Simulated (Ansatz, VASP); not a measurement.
**One calculation of ZnS, two programs**

POSCAR

```
ZnS
1.0
    0.0000000000      2.2684961492      2.2684961492
    2.2684961492      0.0000000000      2.2684961492
    2.2684961492      2.2684961492      0.0000000000
Zn S
1 1
Direct
    0.0000000000      0.0000000000      0.0000000000
    0.5000000000      0.5000000000      0.5000000000
```

INCAR.step1

```
PREC     = Accurate       # precision mode
ENCUT    = 520            # plane-wave cutoff, eV
ISMEAR   = -1             # smearing method
SIGMA    = 0.08           # smearing width, eV
LREAL    = False          # projectors in reciprocal space
LASPH    = True           # aspherical terms in the spheres
NELM     = 60             # most SCF steps
NBANDS   = 16             # bands
GGA      = PE             # functional
ALGO     = Normal         # electronic algorithm
EDIFF    = 1E-4           # SCF threshold, eV
LWAVE    = True           # write WAVECAR
LCHARG   = False          # write CHGCAR
```

INCAR.step2

```
PREC     = Accurate       # precision mode
ENCUT    = 520            # plane-wave cutoff, eV
EDIFF    = 1E-6           # SCF threshold, eV
ISMEAR   = -1             # smearing method
SIGMA    = 0.08           # smearing width, eV
LREAL    = False          # projectors in reciprocal space
LASPH    = True           # aspherical terms in the spheres
NELM     = 60             # most SCF steps
ALGO     = Normal         # electronic algorithm
ISIF     = 2              # what is computed and relaxed
LWAVE    = False          # write WAVECAR
LCHARG   = True           # write CHGCAR
METAGGA  = R2SCAN         # meta-GGA
LMIXTAU  = True         
LELF     = True           # ELF
LVHAR    = True         
NBANDS   = 16             # bands
ISTART   = 1
```

KPOINTS

```
Automatic mesh
0
Gamma
  16 16 16
```

Input for Ansatz:

```yaml
crystal:
  lattice:
    - [0.0, 2.2684961492, 2.2684961492]
    - [2.2684961492, 0.0, 2.2684961492]
    - [2.2684961492, 2.2684961492, 0.0]
  atoms:
    - { symbol: Zn, position: [0.0, 0.0, 0.0] }
    - { symbol: S, position: [0.5, 0.5, 0.5] }
kpoints:
  mp_grid: { grid: [16, 16, 16] }
  band_path:
    path:
      - [0.0, 0.0, 0.0]
      - [0.5, 0.0, 0.5]
      - [0.625, 0.25, 0.625]
      - [0.375, 0.375, 0.75]
      - [0.0, 0.0, 0.0]
      - [0.5, 0.5, 0.5]
      - [0.5, 0.25, 0.75]
      - [0.5, 0.0, 0.5]
    npoints: 8
scf:
  occupations: { method: fermi_dirac, width: 0.08 }
hamiltonian:
  xc: r2scan
  pseudopotentials: { kind: paw }
output:
  forces: true
  stress: true
  eigenvalues: true
  populations: true
  dos: { projected: true, de: 0.2, e_range: [-14, 8] }
```

Change from the starting cell: volume scaled by 0.72, PAW files.

Alike in both runs: task single point; functional r2SCAN; k mesh 16 × 16 × 16; occupations fermi-dirac, width 0.08 eV; no spin polarisation.

|  | VASP | Ansatz |
| --- | --- | --- |
| version | VASP 6.6.1 | Ansatz 0.2.0 |
| potentials or method | VASP PAW PBE potentials, release 64 (Zn, S) | PAW with Ansatz's default frozen-core files, scalar-relativistic |
| plane-wave cutoff (eV) | 520 | 500 |
| valence electrons in the cell | 18 | 18 |

```csv
,VASP,Ansatz,Ansatz less VASP
pressure (GPa),66.4,65.6,-0.75
```

VASP's potentials were made for PBE, not for r2SCAN. Both programs put the cell under a high pressure, so it lies far from rest at this level.

Noted on VASP's run: the cell as given lies far from equilibrium.
